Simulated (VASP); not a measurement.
# Mg: single point with LDA

The system is Mg.

```
Mg
1.0
     3.12987    0.00000    0.00000
    -1.56493    2.71055    0.00000
     0.00000    0.00000    5.10705
Mg
2
Direct
  0.33333 0.66667 0.25000
  0.66667 0.33333 0.75000
```

```json
{"Program": "VASP 6.6.1", "Task": "single point", "Functional": "LDA", "Potentials or basis": "VASP PAW LDA potentials, release 64 (Mg)", "Cutoff": "520 eV", "k mesh": "8 × 8 × 5", "Occupations": "methfessel-paxton, width 0.05 eV", "Spin": "no spin polarisation", "Dipole correction": "no", "Further INCAR settings": "ALGO = Normal; EDIFF = 1e-06; NBANDS = 9"}
```

The pressure is -0.3 GPa and the band gap on the k mesh is zero (band 2 reaches 3.81 eV, above the bottom of band 3 at 1.46 eV).

Stress tensor (GPa, compression positive):
```
-0.31  0.00  0.00
 0.00 -0.31  0.00
 0.00  0.00 -0.39
```

Levels at points of the mesh, in eV from the Fermi level:
| k point | band 1 | band 2 | band 3 | band 4 | band 5 |
| --- | --- | --- | --- | --- | --- |
| (0.00, 0.00, 0.00) | -7.13 | -1.74 | -1.28 | 11.33 | 11.33 |
| (0.50, 0.00, 0.00) | -2.17 | -2.14 | 2.77 | 3.11 | 3.41 |

Wall time 11 s on 1 thread of Intel Xeon 8259CL, on a shared host, peak memory 0.14 GiB.
